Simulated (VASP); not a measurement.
# Ti (P6/mmm) in VASP: notebook, part 2 of 2

VASP 6.6.1. Earlier steps stand in the parts before.

**3. Single point, PBE**

This run uses another cell than the first one, of 18.14 Å³/atom.

INCAR

```
PREC = Accurate ; ENCUT = 520
EDIFF = 1E-6 ; ISMEAR = 0
SIGMA = 0.15 ; LREAL = False
LASPH = True ; NELM = 100
ALGO = Fast ; ISIF = 2
LWAVE = False ; LCHARG = True
GGA = PE ; LELF = True
LVHAR = True ; NBANDS = 25
```

KPOINTS

```
regular mesh
0
Gamma
  12 12 14
```

POSCAR

```
Ti
1.0
    4.5333000000      0.0000000000      0.0000000000
   -2.2666500000      3.9259529630      0.0000000000
    0.0000000000      0.0000000000      3.0583000000
Ti
3
Direct
    0.0000000000      0.0000000000      0.0000000000
    0.3333333333      0.6666666667      0.5000000000
    0.6666666667      0.3333333333      0.5000000000
```

Potentials or basis: VASP PAW PBE potentials, release 64 (Ti_sv).

Command:

```bash
> cat potpaw_PBE.64/Ti_sv/POTCAR > POTCAR
> mpirun -np 1 vasp_std > vasp.out
```

Wall time 12 min (1 thread of AMD EPYC 7R43 (Zen 3), shared host); peak memory 0.25 GiB.

It converged, with:

```yaml
Free_energy: -23.3395 eV
Pressure: -5.8 GPa
Band_gap_on_the_k_mesh: zero (bands 18 and 19 overlap by 0.53 eV)
```

Stress tensor (GPa, compression positive):
```
 -1.32   0.00   0.00
  0.00  -1.32   0.00
  0.00   0.00 -14.61
```

Levels at points of the mesh, in eV from the Fermi level:
| k point | band 16 | band 17 | band 18 | band 19 | band 20 | band 21 |
| --- | --- | --- | --- | --- | --- | --- |
| (0.00, 0.00, 0.00) | -0.61 | -0.50 | -0.50 | 0.39 | 1.04 | 1.24 |
| (0.50, 0.00, 0.00) | -0.40 | -0.20 | -0.18 | 0.22 | 0.36 | 0.83 |
| (0.00, 0.00, 0.50) | -1.92 | -1.54 | -1.54 | 1.04 | 1.04 | 1.26 |
| (0.50, 0.00, 0.50) | -1.09 | -0.97 | -0.79 | 0.40 | 0.57 | 0.62 |

Caveat: the cell stands under tension.

**4. Single point, PBE**

This run uses another cell than the first one, of 18.18 Å³/atom.

INCAR

```
SYSTEM = Ti
ALGO = Fast
EDIFF = 1E-6
ENCUT = 520
GGA = PE
ISIF = 2
ISMEAR = 0
LASPH = .TRUE.
LCHARG = .FALSE.
LREAL = .FALSE.
LWAVE = .FALSE.
NBANDS = 25
NELM = 100
PREC = Accurate
SIGMA = 0.15
```

KPOINTS

```
k-points
0
G
  12 12 14
  0 0 0
```

POSCAR

```
Ti
1.0
    4.6249000000      0.0000000000      0.0000000000
   -2.3124500000      4.0052808900      0.0000000000
    0.0000000000      0.0000000000      2.9450000000
Ti
3
Direct
    0.0000000000      0.0000000000      0.0000000000
    0.3333333333      0.6666666667      0.5000000000
    0.6666666667      0.3333333333      0.5000000000
```

Potentials or basis: VASP PAW PBE potentials, release 64 (Ti_sv).

Command:

```bash
> cat potpaw_PBE.64/Ti_sv/POTCAR > POTCAR
> mpirun -np 1 vasp_std > vasp.out
```

OUTCAR:

```text
SYSTEM = Ti
   EDIFF = 1E-6
   ENCUT = 520
   GGA = PE
   ISIF = 2
   ISMEAR = 0
   LASPH = .TRUE.
   LREAL = .FALSE.
   NELM = 100
   PREC = Accurate

 ion  position               nearest neighbor table
   1  0.000  0.000  0.000-
   2  0.333  0.667  0.500-   3 2.67   3 2.67   3 2.67
   3  0.667  0.333  0.500-   2 2.67   2 2.67   2 2.67

  LATTYP: Found a hexagonal cell.
 ALAT       =     4.6249000000
 C/A-ratio  =     0.6367705248

  Lattice vectors:

 A1 = (   4.6249000000,   0.0000000000,   0.0000000000)
 A2 = (  -2.3124500000,   4.0052808900,   0.0000000000)
 A3 = (   0.0000000000,   0.0000000000,   2.9450000000)

Analysis of symmetry for initial positions (statically):
=====================================================================
 Subroutine PRICEL returns:
 Original cell was already a primitive cell.

 Routine SETGRP: Setting up the symmetry group for a
 hexagonal supercell.

 Subroutine GETGRP returns: Found 24 space group operations
[... 164 lines left out ...]
  ---------------------------------------------------
  free energy    TOTEN  =       -23.45690020 eV

  energy without entropy =      -23.42249368  energy(sigma->0) =      -23.43969694

 E-fermi :   7.7671     XC(G=0): -11.2799

 val. band max:        7.7594574063   @ k =   0.4167   0.0833   0.1429
 cond. band min:       7.7711965848   @ k =   0.3333   0.1667   0.3571
 fundamental gap:      0.0117391785
 Fermi energy:         7.7671358663

 k-point     1 :       0.0000    0.0000    0.0000
  band No.  band energies     occupation
      1     -49.2655      2.00000
      2     -48.9827      2.00000
      3     -48.8336      2.00000
      4     -25.5606      2.00000
      5     -25.5606      2.00000
      6     -25.4134      2.00000
[... 661 lines left out ...]
     24       9.7219      0.00000
     25      10.1217      0.00000

 [... further k-points ...]

------------------------ aborting loop because EDIFF is reached ----------------------------------------

  FORCE on cell =-STRESS in cart. coord.  units (eV):
  Direction    XX          YY          ZZ          XY          YZ          ZX
  --------------------------------------------------------------------------------------
  -------------------------------------------------------------------------------------
  Total       -1.5337751     -1.5337751     -3.2471417      0.0000000      0.0000000     -0.0000000
  in kB      -45.0455249    -45.0455249    -95.3654788      0.0000000      0.0000000     -0.0000000
  external PRESSURE =     -61.8188429 kB  Pullay stress =       0.0000000 kB

 VOLUME and BASIS-vectors are now :
 -----------------------------------------------------------------------------
  energy-cutoff  :      520.00
  volume of cell :       54.55
      direct lattice vectors                 reciprocal lattice vectors
     4.624900000  0.000000000  0.000000000     0.216220891  0.124835190  0.000000000
    -2.312450000  4.005280890  0.000000000     0.000000000  0.249670380  0.000000000
     0.000000000  0.000000000  2.945000000     0.000000000  0.000000000  0.339558574

 POSITION                                       TOTAL-FORCE (eV/Angst)
 -----------------------------------------------------------------------------------
      0.00000      0.00000      0.00000        -0.000000      0.000000     -0.000000
     -0.00000      2.67019      1.47250         0.000000     -0.000000      0.000000
      2.31245      1.33509      1.47250        -0.000000      0.000000     -0.000000
 -----------------------------------------------------------------------------------
    total drift:                                0.000000      0.000000     -0.000000

  FREE ENERGIE OF THE ION-ELECTRON SYSTEM (eV)
  ---------------------------------------------------
  free  energy   TOTEN  =       -23.4569002023 eV

  energy  without entropy=      -23.4224936807  energy(sigma->0) =      -23.43969694
```

It took 13 min on 1 thread of AMD EPYC 7R43 (Zen 3), shared host; peak memory 0.25 GiB.

Results:

| Property | Result |
| --- | --- |
| Free energy | -23.4569 eV |
| Pressure | -6.2 GPa |
| Band gap on the k mesh | zero (bands 18 and 19 overlap by 0.34 eV) |

Caveat: the cell stands under tension.

**5. Single point, PBE**

This run uses another cell than the first one, of 18.18 Å³/atom.

INCAR

```
PREC = Accurate ; ENCUT = 520
EDIFF = 1E-6 ; ISMEAR = 0
SIGMA = 0.15 ; LREAL = False
LASPH = True ; NELM = 60
ALGO = Fast ; ISIF = 2
LWAVE = False ; LCHARG = False
GGA = PE ; NBANDS = 25
```

KPOINTS

```
regular mesh
0
Gamma
  12 12 14
```

POSCAR

```
Ti
1.0
    4.7165000000      0.0000000000      0.0000000000
   -2.3582500000      4.0846088169      0.0000000000
    0.0000000000      0.0000000000      2.8317615649
Ti
3
Direct
    0.0000000000      0.0000000000      0.0000000000
    0.3333333333      0.6666666667      0.5000000000
    0.6666666667      0.3333333333      0.5000000000
```

Command:

```bash
> cat potpaw_PBE.64/Ti_sv/POTCAR > POTCAR
> mpirun -np 1 vasp_std > vasp.out
```

Run time: 15 min. Hardware: 1 thread of AMD EPYC 7R43 (Zen 3), shared host; peak memory 0.25 GiB.

The run converged. Its results:

| Item | Value |
| --- | --- |
| Free energy | -23.4595 eV |
| Pressure | -6.0 GPa |
| Band gap on the k mesh | zero (bands 18 and 19 overlap by 0.28 eV) |

Stress tensor (GPa, compression positive):
```
-7.63  0.00  0.00
 0.00 -7.63  0.00
 0.00  0.00 -2.80
```

Levels at points of the mesh, in eV from the Fermi level:
| k point | band 15 | band 16 | band 17 | band 18 | band 19 | band 20 | band 21 | band 22 |
| --- | --- | --- | --- | --- | --- | --- | --- | --- |
| (0.00, 0.00, 0.00) | -0.69 | -0.69 | -0.60 | -0.60 | -0.16 | 0.53 | 1.23 | 1.23 |
| (0.50, 0.00, 0.00) | -2.44 | -0.37 | -0.33 | -0.31 | 0.07 | 0.41 | 0.85 | 1.25 |
| (0.00, 0.00, 0.50) | -1.84 | -1.54 | -1.43 | -1.43 | 0.95 | 0.95 | 1.23 | 1.23 |
| (0.50, 0.00, 0.50) | -1.53 | -1.01 | -0.60 | -0.42 | 0.39 | 0.86 | 0.89 | 1.02 |

Caveat: the cell stands under tension.

**6. Single point, PBE**

This run uses another cell than the first one, of 18.44 Å³/atom.

INCAR

```
SYSTEM = Ti
  PREC = Accurate
  ENCUT = 520
  EDIFF = 1E-6
  ISMEAR = 0
  SIGMA = 0.15
  LREAL = .FALSE.
  LASPH = .TRUE.
  NELM = 80
  ALGO = Fast
  ISIF = 2
  LWAVE = .FALSE.
  LCHARG = .TRUE.
  GGA = PE
  LELF = .TRUE.
  LVHAR = .TRUE.
  NBANDS = 25
```

KPOINTS

```
regular mesh
0
G
  12 12 14
  0 0 0
```

POSCAR

```
Ti
1.0
    4.4875000000      0.0000000000      0.0000000000
   -2.2437500000      3.8862889995      0.0000000000
    0.0000000000      0.0000000000      3.1716000000
Ti
3
Direct
    0.0000000000      0.0000000000      0.0000000000
    0.3333333333      0.6666666667      0.5000000000
    0.6666666667      0.3333333333      0.5000000000
```

Potentials or basis: VASP PAW PBE potentials, release 64 (Ti_sv).

Command:

```bash
> cat potpaw_PBE.64/Ti_sv/POTCAR > POTCAR
> mpirun -np 1 vasp_std > vasp.out
```

It took 14 min on 1 thread of AMD EPYC 7R43 (Zen 3), shared host; peak memory 0.25 GiB.

The run converged. Its results:

```yaml
Free_energy: -23.1397 eV
Pressure: -6.8 GPa
Band_gap_on_the_k_mesh: zero (bands 18 and 19 overlap by 0.53 eV)
```

Stress tensor (GPa, compression positive):
```
 -0.97   0.00   0.00
  0.00  -0.97   0.00
  0.00   0.00 -18.40
```

Levels at points of the mesh, in eV from the Fermi level:
| k point | band 15 | band 16 | band 17 | band 18 | band 19 | band 20 | band 21 | band 22 |
| --- | --- | --- | --- | --- | --- | --- | --- | --- |
| (0.00, 0.00, 0.00) | -0.54 | -0.54 | -0.42 | -0.42 | 0.64 | 1.03 | 1.04 | 1.13 |
| (0.50, 0.00, 0.00) | -2.40 | -0.39 | -0.14 | -0.08 | 0.06 | 0.32 | 0.98 | 1.05 |
| (0.00, 0.00, 0.50) | -1.85 | -1.85 | -1.50 | -1.50 | 1.00 | 1.00 | 1.39 | 1.39 |
| (0.50, 0.00, 0.50) | -1.39 | -1.12 | -1.06 | -0.83 | 0.44 | 0.48 | 0.58 | 0.83 |

Caveat: the cell stands under tension.

**7. Overview**

```tsv
cell	gap on the mesh (eV)	pressure (GPa)
a = 4.900, b = 4.900, c = 2.605 Å, angles 90.0, 90.0, 120.0°, 3 atoms	none	-4.7
a = 4.533, b = 4.533, c = 3.058 Å, angles 90.0, 90.0, 120.0°, 3 atoms	none	-5.8
a = 4.625, b = 4.625, c = 2.945 Å, angles 90.0, 90.0, 120.0°, 3 atoms	none	-6.2
a = 4.716, b = 4.716, c = 2.832 Å, angles 90.0, 90.0, 120.0°, 3 atoms	none	-6.0
a = 4.487, b = 4.488, c = 3.172 Å, angles 90.0, 90.0, 120.0°, 3 atoms	none	-6.8
```

Alike in all rows: task single point; level PBE; potentials or basis VASP PAW PBE potentials, release 64 (Ti_sv); no spin polarisation; k mesh 12 × 12 × 14; cutoff (eV) 520; smearing gaussian 0.15 eV.

Caveats: the cell stands under tension.

Absolute energies hang on the potentials; compare differences alone.
